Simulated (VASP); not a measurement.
Write the native input for VASP 6.6.1 that does the following.

| Quantity | Value |
| --- | --- |
| Task | single point |
| Functional | r2SCAN |
| Potentials or basis | VASP PAW PBE potentials, release 64 (Y_sv, Lu, As) |
| Cutoff | 520 eV |
| k mesh | 6 × 6 × 6 |
| Occupations | fermi-dirac, width 0.02 eV |
| Spin | no spin polarisation |
| Dipole correction | no |
| Further INCAR settings | ALGO = Normal; EDIFF = 1e-07; NBANDS = 31 |

Crystal: YLuAs2.

```
Y Lu As
1.0
     2.03519    1.17502    6.63264
    -2.03519    1.17502    6.63264
     0.00000   -2.35004    6.63264
Y Lu As
1 1 2
Cartesian
  2.0352 1.1750 6.6326
  0.0000 0.0000 9.9490
  0.0000 0.0000 4.9323
  0.0000 0.0000 14.9657
```

The input as run:

POSCAR

```
YLuAs2
1.0
    2.0351943587      1.1750200108      6.6326431875
   -2.0351943587      1.1750200108      6.6326431875
    0.0000000000     -2.3500400217      6.6326431875
Y Lu As
1 1 2
Direct
    1.0000000000      0.0000000000      0.0000000000
    0.5000000000      0.5000000000      0.5000000000
    0.2478776991      0.2478776991      0.2478776991
    0.7521223009      0.7521223009      0.7521223009
```

INCAR.step1

```
SYSTEM = YLuAs2
PREC = Accurate ; ENCUT = 520
ISMEAR = -1 ; SIGMA = 0.02
LREAL = .FALSE. ; LASPH = .TRUE.
NELM = 60 ; NBANDS = 31
GGA = PE ; ALGO = Normal
EDIFF = 1E-4 ; LWAVE = .TRUE.
LCHARG = .FALSE.
```

INCAR.step2

```
SYSTEM = YLuAs2
PREC = Accurate ; ENCUT = 520
EDIFF = 1E-7 ; ISMEAR = -1
SIGMA = 0.02 ; LREAL = .FALSE.
LASPH = .TRUE. ; NELM = 60
ALGO = Normal ; ISIF = 2
LWAVE = .FALSE. ; LCHARG = .FALSE.
METAGGA = R2SCAN ; LMIXTAU = .TRUE.
NBANDS = 31 ; ISTART = 1
```

KPOINTS

```
Automatic mesh
0
G
  6 6 6
  0 0 0
```

Potentials or basis: VASP PAW PBE potentials, release 64 (Y_sv, Lu, As).

The run is started by

```bash
$ cat potpaw_PBE.64/Y_sv/POTCAR potpaw_PBE.64/Lu/POTCAR potpaw_PBE.64/As/POTCAR > POTCAR
$ cp INCAR.step1 INCAR
$ mpirun -np 1 vasp_std > vasp.out
$ cp INCAR.step2 INCAR
$ mpirun -np 1 vasp_std > vasp.out
```

Results of the run:

| Quantity | Value |
| --- | --- |
| Pressure | 0.2 GPa |
| Largest force | 0.032 eV/Å |
| Band gap on the k mesh | zero (bands 23 and 24 overlap by 0.70 eV) |

Caveat: the PAW data sets were made with another functional, which shifts forces and pressure a little; spin-orbit coupling is left out, which moves the levels of the heavy elements.

It took 13 min on 1 thread of Intel(R) Xeon(R) 6975P-C (Granite Rapids), with other jobs on the host, peak memory 0.52 GiB.
